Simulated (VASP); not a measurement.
Crystal: MgS.

```
Mg S
1.0
     0.00000    2.91580    2.70388
     2.91580    0.00000    2.70388
     2.91580    2.91580    0.00000
Mg S
1 1
Cartesian
  0.0000 0.0000 0.0000
  1.4579 1.4579 1.3519
```

This cell differs from its parent crystal: epitaxial xy strain +3.0%.

Program: VASP 6.6.1. Alike in all runs: task single point; potentials or basis VASP PAW PBE potentials, release 64 (Mg, S); no spin polarisation; cell as given; cutoff (eV) 520.

Problem. Order these runs on this cell by their band gap on the k mesh, lowest first.
A. level PBE; k mesh 8 × 8 × 8; smearing fermi-dirac 0.02 eV
B. level r2SCAN; k mesh 8 × 8 × 8; smearing gaussian 0.01 eV
C. level HSE06; k mesh 6 × 6 × 6; smearing gaussian 0.01 eV; grid for exact exchange (PRECFOCK) Normal; screening parameter 0.2079 1/Å

Solution. A (3.26 eV), B (3.92 eV), C (4.30 eV).

A k mesh can miss the band edges.
